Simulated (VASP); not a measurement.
CdS (rocksalt type): density of states with PBEsol

CdS (rocksalt type):

```
Cd S
1.0
     0.00000    2.21097    2.21097
     2.21097    0.00000    2.21097
     2.21097    2.21097    0.00000
Cd S
1 1
Direct
  0.00000 0.00000 0.00000
  0.50000 0.50000 0.50000
```

This cell differs from its parent crystal: volume scaled by 0.55.

```
Program                 : VASP 6.6.1
Task                    : density of states
Functional              : PBEsol
Potentials or basis     : VASP PAW PBE potentials, release 64 (Cd, S)
Cutoff                  : 520 eV
k mesh                  : 13 × 13 × 13
Occupations             : fermi-dirac, width 0.08 eV
Spin                    : no spin polarisation
Dipole correction       : no
k mesh for the DOS      : 20 × 20 × 20
Occupations for the DOS : tetrahedron
Further INCAR settings  : ALGO = Normal; EDIFF = 1e-06; NBANDS = 16
```

The valence electrons inside the program's atomic spheres are Cd 11.23; S 4.13.

Levels at points of the mesh, in eV from the Fermi level:
```csv
k point,band 6,band 7,band 8,band 9,band 10,band 11,band 12,band 13
"(0.00, 0.00, 0.00)",-11.70,-3.13,-3.13,-3.13,5.13,8.73,8.73,8.73
"(0.50, 0.00, 0.00)",-10.61,-8.31,0.23,0.23,1.37,3.96,3.96,12.97
"(0.50, 0.50, 0.00)",-10.28,-7.27,-6.30,-6.30,-0.42,4.44,14.00,15.08
```

Wall time 44 s on 1 thread of AMD EPYC 7R13 Processor (Zen 3), on a shared host, peak memory 0.18 GiB.
